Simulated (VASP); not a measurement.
# TaN (I4/mmm) in VASP: further runs

The runs below take TaN through single point, with LDA.

Program: VASP 6.6.1. These are calculated values, not measurements. Logs are shortened: lines on timing, memory, paths and dates and some standing lists are left out, and cuts for length are marked.

## 1. The cell of the first run

It takes space group I4/mmm (No. 139, tetragonal). The conventional cell has a = 3.116 Å, b = 3.116 Å, c = 4.349 Å, α = 90.00°, β = 90.00°, γ = 90.00°. Within 2.9 Å of Ta (site symmetry 4/mmm) lie 6 N at 2.17 to 2.20 Å. N (site symmetry 4/mmm) has 6 Ta at 2.17 to 2.20 Å within 2.9 Å.

## 2. Single point, LDA

The input, INCAR:

```
  PREC = Accurate
  ENCUT = 520
  EDIFF = 1E-6
  ISMEAR = 0
  SIGMA = 0.15
  LREAL = F
  LASPH = T
  NELM = 80
  ALGO = Normal
  ISIF = 2
  LWAVE = F
  LCHARG = F
  NBANDS = 15
```

The input, KPOINTS:

```
Automatic mesh
0
Gamma
  18 18 18
```

The input, POSCAR:

```
TaN
1.0
    0.0000000000      2.2031871567      2.1742693740
    2.2031871567      0.0000000000      2.1742693740
    2.2031871567      2.2031871567      0.0000000000
Ta N
1 1
Direct
    0.5000000000      0.5000000000      0.5000000000
    0.0000000000      0.0000000000      0.0000000000
```

Potentials or basis: VASP PAW LDA potentials, release 64 (Ta_pv, N).

The run is started by

```console
cat potpaw_LDA.64/Ta_pv/POTCAR potpaw_LDA.64/N/POTCAR > POTCAR
mpirun -np 1 vasp_std > vasp.out
```

OUTCAR:

```text
PREC = Accurate
   ENCUT = 520
   EDIFF = 1E-6
   ISMEAR = 0
   LREAL = F
   LASPH = T
   NELM = 80
   ISIF = 2

 ion  position               nearest neighbor table
   1  0.500  0.500  0.500-   2 2.17   2 2.17   2 2.20   2 2.20   2 2.20   2 2.20
   2  0.000  0.000  0.000-   1 2.17   1 2.17   1 2.20   1 2.20   1 2.20   1 2.20

  LATTYP: Found a body centered tetragonal cell.
 ALAT       =     3.1157771575
 C/A-ratio  =     1.3956513988

  Lattice vectors:

 A1 = (   0.0000000000,  -2.2031871567,  -2.1742693740)
 A2 = (   0.0000000000,   2.2031871567,  -2.1742693740)
 A3 = (   2.2031871567,   0.0000000000,   2.1742693740)

Analysis of symmetry for initial positions (statically):
=====================================================================
 Subroutine PRICEL returns:
 Original cell was already a primitive cell.

 Routine SETGRP: Setting up the symmetry group for a
 body centered tetragonal supercell.

 Subroutine GETGRP returns: Found 16 space group operations
 (whereof 16 operations were pure point group operations)
 out of a pool of 16 trial point group operations.

The static configuration has the point symmetry D_4h.

Analysis of symmetry for dynamics (positions and initial velocities):
=====================================================================
 Subroutine PRICEL returns:
 Original cell was already a primitive cell.

 Routine SETGRP: Setting up the symmetry group for a
 body centered tetragonal supercell.

 Subroutine GETGRP returns: Found 16 space group operations
 (whereof 16 operations were pure point group operations)
 out of a pool of 16 trial point group operations.

The dynamic configuration has the point symmetry D_4h.

 Subroutine INISYM returns: Found 16 space group operations
 (whereof 16 operations are pure point group operations),
 and found     1 'primitive' translations

----------------------------------------------------------------------------------------

                                     Primitive cell

  volume of cell :      21.1080

  direct lattice vectors                    reciprocal lattice vectors
     0.000000000  2.203187157  2.174269374    -0.226943952  0.226943952  0.229962306
     2.203187157  0.000000000  2.174269374     0.226943952 -0.226943952  0.229962306
     2.203187157  2.203187157  0.000000000     0.226943952  0.226943952 -0.229962306

  length of vectors
     3.095396737  3.095396737  3.115777157     0.394828794  0.394828794  0.394828794

  position of ions in fractional coordinates (direct lattice)
     0.500000000  0.500000000  0.500000000
     0.000000000  0.000000000  0.000000000

  ion indices of the primitive-cell ions
   primitive index   ion index
                 1           1
                 2           2

----------------------------------------------------------------------------------------

 KPOINTS: Automatic mesh

Automatic generation of k-mesh.
 Grid dimensions read from file:
 generate k-points for:   18   18   18

 Generating k-lattice:

  Cartesian coordinates                     Fractional coordinates (reciprocal lattice)
    -0.012607997  0.012607997  0.012775684     0.055555556  0.000000000  0.000000000
     0.012607997 -0.012607997  0.012775684     0.000000000  0.055555556  0.000000000
     0.012607997  0.012607997 -0.012775684     0.000000000  0.000000000  0.055555556

  Length of vectors
     0.021934933  0.021934933  0.021934933

  Shift w.r.t. Gamma in fractional coordinates (k-lattice)
     0.000000000  0.000000000  0.000000000

 Subroutine IBZKPT returns following result:
 ===========================================

 Found    480 irreducible k-points:

 Following reciprocal coordinates:
            Coordinates               Weight
  0.000000  0.000000  0.000000      1.000000
  0.055556  0.000000  0.000000      8.000000
  0.111111  0.000000  0.000000      8.000000
  0.166667  0.000000  0.000000      8.000000
  0.222222 -0.000000  0.000000      8.000000
  0.277778  0.000000  0.000000      8.000000
[... 16 lines left out ...]
 -0.277778  0.055556  0.000000      8.000000
 -0.222222  0.055556  0.000000      8.000000
 [... further k-points ...]
   k-points           NKPTS =    480   k-points in BZ     NKDIM =    480   number of bands    NBANDS=     15
   number of dos      NEDOS =    301   number of ions     NIONS =      2
   total plane-waves  NPLWV =  13824
   dimension x,y,z NGX =    24 NGY =   24 NGZ =   24
   dimension x,y,z NGXF=    48 NGYF=   48 NGZF=   48
   ions per type =               1   1
   NGX,Y,Z   is equivalent  to a cutoff of  12.89, 12.89, 12.81 a.u.
   NGXF,Y,Z  is equivalent  to a cutoff of  25.78, 25.78, 25.61 a.u.
 SYSTEM =  unknown system
   PREC   = accura    normal or accurate (medium, high low for compatibility)
   ISTART =      0    job   : 0-new  1-cont  2-samecut
   ICHARG =      2    charge: 1-file 2-atom 10-const
   ISPIN  =      1    spin polarized calculation?
   LNONCOLLINEAR =      F non collinear calculations
   LSORBIT =      F    spin-orbit coupling
   LASPH  =      T    aspherical Exc in radial PAW
   ENCUT  =  520.0 eV  38.22 Ry    6.18 a.u.   5.76  5.76  5.79*2*pi/ulx,y,z
   NELM   =     80;   NELMIN=  2; NELMDL= -5     # of ELM steps
   EDIFF  = 0.1E-05   stopping-criterion for ELM
   LREAL  =      F    real-space projection
   EDIFFG = 0.1E-04   stopping-criterion for IOM
   NSW    =      0    number of steps for IOM
   IBRION =     -1    ionic relax: 0-MD 1-quasi-New 2-CG
   NFREE  =      0    steps in history (QN), initial steepest desc. (CG)
   ISIF   =      2    stress and relaxation
   ISYM   =      2    0-nonsym 1-usesym 2-fastsym
   POTIM  = 0.5000    time-step for ionic-motion
   TEBEG  =    0.0;   TEEND  =   0.0 temperature during run
   PSTRESS=    0.0 pullay stress
   NELECT =      16.0000    total number of electrons
   NUPDOWN=      -1.0000    fix difference up-down
   EMIN   =  10.00;   EMAX   =-10.00  energy-range for DOS
   EFERMI =   0.00;   METHOD = LEGACY
   ISMEAR =     0;   SIGMA  =   0.15  broadening in eV -4-tet -1-fermi 0-gaus
   EFERMI_NEDOS =   21; number of points for ismear=-14 and -15
   IALGO  =     38    algorithm
   IMIX   =      4    mixing-type and parameters
     AMIX     =   0.40;   BMIX     =  1.00
     AMIX_MAG =   1.60;   BMIX_MAG =  1.00
  volume/ion in A,a.u.               =      10.55        71.22
  Fermi-wavevector in a.u.,A,eV,Ry     =   1.492678  2.820752 30.314970  2.228087
  Thomas-Fermi vector in A             =   2.605175
   LORBIT       =      0    0 simple, 1 ext, 2 COOP (PROOUT), +10 PAW based schemes
   GGA     = CA    functional components
   LHFCALC =     F    Hartree Fock is set to
   AEXX    =    0.0000 exact exchange contribution
   IVDW    =     0    specifies the selected vdW correction
   LEPSILON=     F    determine dielectric tensor
   LRPA    =     F    only Hartree local field effects (RPA)
 non-spin polarized calculation
 Gauss-broadening in eV      SIGMA  =   0.15
  energy-cutoff  :      520.00
  volume of cell :       21.11
 maximum number of plane-waves:       580
   NGX = 11   NGY = 11   NGZ = 11

 number of electron      16.0000003 magnetization

 Free energy of the ion-electron system (eV)
  ---------------------------------------------------
  ext. energy  EPLUGINS =         0.00000000
  ---------------------------------------------------
  free energy    TOTEN  =       -24.13962865 eV

  energy without entropy =      -24.13015381  energy(sigma->0) =      -24.13489123

 E-fermi :   9.4891     XC(G=0): -13.7011

 val. band max:        9.4889396461   @ k =   0.2778   0.0556   0.0000
 cond. band min:       9.4953048151   @ k =   0.2222   0.0556   0.1667
 fundamental gap:      0.0063651690
 Fermi energy:         9.4891015155

 k-point     1 :       0.0000    0.0000    0.0000
  band No.  band energies     occupation
      1     -26.0656      2.00000
      2     -26.0656      2.00000
      3     -26.0595      2.00000
      4      -9.1859      2.00000
      5       5.6714      2.00000
      6       5.6714      2.00000
      7       5.7354      2.00000
      8       7.2769      2.00000
      9       7.2769      2.00000
     10       7.4365      2.00000
     11       9.3852      1.67293
     12       9.5363      0.65613
     13      11.3158      0.00000
     14      18.9730      0.00000
     15      20.8991      0.00000

 k-point     2 :       0.0556    0.0000    0.0000
  band No.  band energies     occupation
      1     -26.0931      2.00000
      2     -26.0685      2.00000
      3     -26.0637      2.00000
      4      -9.1079      2.00000
      5       5.2668      2.00000
      6       5.3806      2.00000
      7       5.4336      2.00000
      8       7.4135      2.00000
      9       7.4537      2.00000
     10       7.5850      2.00000
     11       9.7074      0.03959
     12       9.8632      0.00042
     13      11.5402      0.00000
     14      19.2085      0.00000
     15      20.8990      0.00000

 k-point     3 :       0.1111    0.0000    0.0000
  band No.  band energies     occupation
      1     -26.1765      2.00000
      2     -26.0769      2.00000
      3     -26.0707      2.00000
      4      -8.8807      2.00000
      5       4.3867      2.00000
      6       4.7596      2.00000
      7       4.8104      2.00000
      8       7.7280      2.00000
      9       7.7734      2.00000
     10       7.8790      2.00000
     11      10.5106      0.00000
     12      10.6765      0.00000
     13      12.1338      0.00000
     14      19.8733      0.00000
     15      20.8987      0.00000
[... 343 lines left out ...]
 k-point    23 :      -0.2778    0.0556    0.0000
  band No.  band energies     occupation
      1     -26.6502      2.00000
      2     -26.1441      2.00000
      3     -26.1169      2.00000
      4      -7.3679      2.00000
      5       1.0250      2.00000
      6       2.5899      2.00000
      7       2.9797      2.00000
      8       8.9722      2.00000
      9       9.2897      1.93984
     10      10.2724      0.00000
     11      13.6973      0.00000
     12      14.7021      0.00000
     13      14.8234      0.00000
     14      20.8885      0.00000
     15      21.9567      0.00000

 k-point    24 :      -0.2222    0.0556    0.0000
  band No.  band energies     occupation
      1     -26.5019      2.00000
      2     -26.1301      2.00000
      3     -26.0997      2.00000
      4      -7.8784      2.00000
      5       1.9088      2.00000
      6       3.0609      2.00000
      7       3.5280      2.00000
      8       8.5128      2.00000
      9       8.6298      2.00000
     10       9.6230      0.20670
     11      12.5897      0.00000
     12      13.7180      0.00000
     13      14.1054      0.00000
     14      20.8953      0.00000
     15      22.0661      0.00000

 [... further k-points ...]

------------------------ aborting loop because EDIFF is reached ----------------------------------------

  FORCE on cell =-STRESS in cart. coord.  units (eV):
  Direction    XX          YY          ZZ          XY          YZ          ZX
  --------------------------------------------------------------------------------------
  -------------------------------------------------------------------------------------
  Total       -1.3343868     -1.3343868     -0.2683862      0.0000000     -0.0000000      0.0000000
  in kB     -101.2852449   -101.2852449    -20.3715738      0.0000000     -0.0000000      0.0000000
  external PRESSURE =     -74.3140212 kB  Pullay stress =       0.0000000 kB

 VOLUME and BASIS-vectors are now :
 -----------------------------------------------------------------------------
  energy-cutoff  :      520.00
  volume of cell :       21.11
      direct lattice vectors                 reciprocal lattice vectors
     0.000000000  2.203187157  2.174269374    -0.226943952  0.226943952  0.229962306
     2.203187157  0.000000000  2.174269374     0.226943952 -0.226943952  0.229962306
     2.203187157  2.203187157  0.000000000     0.226943952  0.226943952 -0.229962306

 POSITION                                       TOTAL-FORCE (eV/Angst)
 -----------------------------------------------------------------------------------
      2.20319      2.20319      2.17427         0.000000      0.000000      0.000000
      0.00000      0.00000      0.00000         0.000000     -0.000000      0.000000
 -----------------------------------------------------------------------------------
    total drift:                                0.000000     -0.000000     -0.000000

  FREE ENERGIE OF THE ION-ELECTRON SYSTEM (eV)
  ---------------------------------------------------
  free  energy   TOTEN  =       -24.1396286535 eV

  energy  without entropy=      -24.1301538127  energy(sigma->0) =      -24.13489123
```

Wall time 2.5 min (1 thread of Intel Xeon 8259CL, shared host); peak memory 0.26 GiB.

Results:

```yaml
Free_energy: -24.1396 eV
Pressure: -7.4 GPa
Band_gap_on_the_k_mesh: zero (bands 8 and 9 overlap by 4.05 eV)
```

Levels at points of the mesh, in eV from the Fermi level:
| k point | band 4 | band 5 | band 6 | band 7 | band 8 | band 9 | band 10 | band 11 | band 12 | band 13 |
| --- | --- | --- | --- | --- | --- | --- | --- | --- | --- | --- |
| (0.00, 0.00, 0.00) | -18.68 | -3.82 | -3.82 | -3.75 | -2.21 | -2.21 | -2.05 | -0.10 | 0.05 | 1.83 |
| (0.50, 0.00, 0.00) | -15.51 | -10.40 | -7.63 | -7.63 | 1.84 | 1.95 | 2.02 | 3.97 | 7.41 | 7.73 |
| (0.50, 0.50, 0.00) | -17.39 | -6.46 | -5.54 | -4.64 | -4.64 | 2.07 | 3.57 | 3.57 | 4.71 | 6.92 |
| (0.50, 0.00, 0.50) | -17.41 | -6.61 | -5.52 | -4.60 | -4.54 | 2.05 | 3.47 | 3.65 | 4.69 | 6.83 |

Caveat: the stress differs along the axes, from -10 to -2 GPa; spin-orbit coupling is left out, which moves the levels of the heavy elements.

## 3. Single point, LDA

This run uses another cell than the first one, of 11.12 Å³/atom.

The input, INCAR:

```
PREC = Accurate ; ENCUT = 520
EDIFF = 1E-6 ; ISMEAR = 0
SIGMA = 0.15 ; LREAL = False
LASPH = True ; NELM = 60
ALGO = Normal ; ISIF = 2
LWAVE = False ; LCHARG = True
GGA = CA ; LELF = True
LVHAR = True ; NBANDS = 15
```

KPOINTS is that of step 2.

The input, POSCAR:

```
TaN
1.0
    0.0000000000      2.2612401490      2.1742693740
    2.2612401490      0.0000000000      2.1742693740
    2.2612401490      2.2612401490      0.0000000000
Ta N
1 1
Direct
    0.5000000000      0.5000000000      0.5000000000
    0.0000000000      0.0000000000      0.0000000000
```

Potentials or basis: VASP PAW LDA potentials, release 64 (Ta_pv, N).

The run is started by

```console
cat potpaw_LDA.64/Ta_pv/POTCAR potpaw_LDA.64/N/POTCAR > POTCAR
mpirun -np 1 vasp_std > vasp.out
```

It took 2 min on 1 thread of Intel Xeon 8259CL, shared host; peak memory 0.27 GiB.

The run converged. Its results:

| Item | Value |
| --- | --- |
| Free energy | -23.9995 eV |
| Pressure | -22.2 GPa |
| Band gap on the k mesh | zero (bands 8 and 9 overlap by 3.72 eV) |

Stress tensor (GPa, compression positive):
```
-28.68   0.00   0.00
  0.00 -28.68   0.00
  0.00   0.00  -9.15
```

Levels at points of the mesh, in eV from the Fermi level:
| k point | band 4 | band 5 | band 6 | band 7 | band 8 | band 9 | band 10 | band 11 | band 12 | band 13 |
| --- | --- | --- | --- | --- | --- | --- | --- | --- | --- | --- |
| (0.00, 0.00, 0.00) | -18.24 | -3.69 | -3.69 | -3.53 | -2.14 | -2.14 | -1.70 | -0.27 | -0.10 | 1.75 |
| (0.50, 0.00, 0.00) | -15.37 | -9.96 | -7.26 | -7.25 | 1.58 | 1.92 | 1.94 | 3.80 | 6.59 | 7.39 |
| (0.50, 0.50, 0.00) | -16.97 | -6.16 | -5.20 | -4.58 | -4.58 | 1.94 | 3.29 | 3.29 | 4.21 | 6.52 |
| (0.50, 0.00, 0.50) | -17.01 | -6.55 | -5.13 | -4.45 | -4.32 | 1.80 | 3.05 | 3.50 | 4.23 | 6.26 |

Caveat: the stress differs along the axes, from -29 to -9 GPa; spin-orbit coupling is left out, which moves the levels of the heavy elements.

## 4. Single point, LDA

This run uses another cell than the first one, of 9.47 Å³/atom.

The input, INCAR:

```
SYSTEM = TaN
PREC = Accurate ; ENCUT = 520
EDIFF = 1E-6 ; ISMEAR = 0
SIGMA = 0.15 ; LREAL = .FALSE.
LASPH = .TRUE. ; NELM = 100
ALGO = Normal ; ISIF = 2
LWAVE = .FALSE. ; LCHARG = .FALSE.
GGA = CA ; NBANDS = 15
```

The input, KPOINTS:

```
regular mesh
0
G
  18 18 18
  0 0 0
```

The input, POSCAR:

```
TaN
1.0
    0.0000000000      2.0872985990      2.1742693740
    2.0872985990      0.0000000000      2.1742693740
    2.0872985990      2.0872985990      0.0000000000
Ta N
1 1
Direct
    0.5000000000      0.5000000000      0.5000000000
    0.0000000000      0.0000000000      0.0000000000
```

The run is started by

```console
cat potpaw_LDA.64/Ta_pv/POTCAR potpaw_LDA.64/N/POTCAR > POTCAR
mpirun -np 1 vasp_std > vasp.out
```

Wall time 2.3 min (1 thread of Intel Xeon 8259CL, shared host); peak memory 0.25 GiB.

Results (log left out):

```yaml
Free_energy: -23.8937 eV
Pressure: 41.4 GPa
Band_gap_on_the_k_mesh: zero (bands 8 and 9 overlap by 4.41 eV)
```

Stress tensor (GPa, compression positive):
```
54.01  0.00  0.00
 0.00 54.01  0.00
 0.00  0.00 16.08
```

Levels at points of the mesh, in eV from the Fermi level:
```tsv
k point	band 6	band 7	band 8	band 9	band 10	band 11
(0.00, 0.00, 0.00)	-4.02	-4.02	-2.86	-2.28	-2.28	-0.54
(0.50, 0.00, 0.00)	-8.50	-8.45	2.11	2.31	2.55	4.32
(0.50, 0.50, 0.00)	-6.27	-4.66	-4.66	2.43	4.21	4.21
(0.50, 0.00, 0.50)	-6.34	-5.02	-4.74	2.35	3.87	4.56
```

Caveat: the stress differs along the axes, from 16 to 54 GPa; spin-orbit coupling is left out, which moves the levels of the heavy elements.

(Part 1 of 2 ends here.)
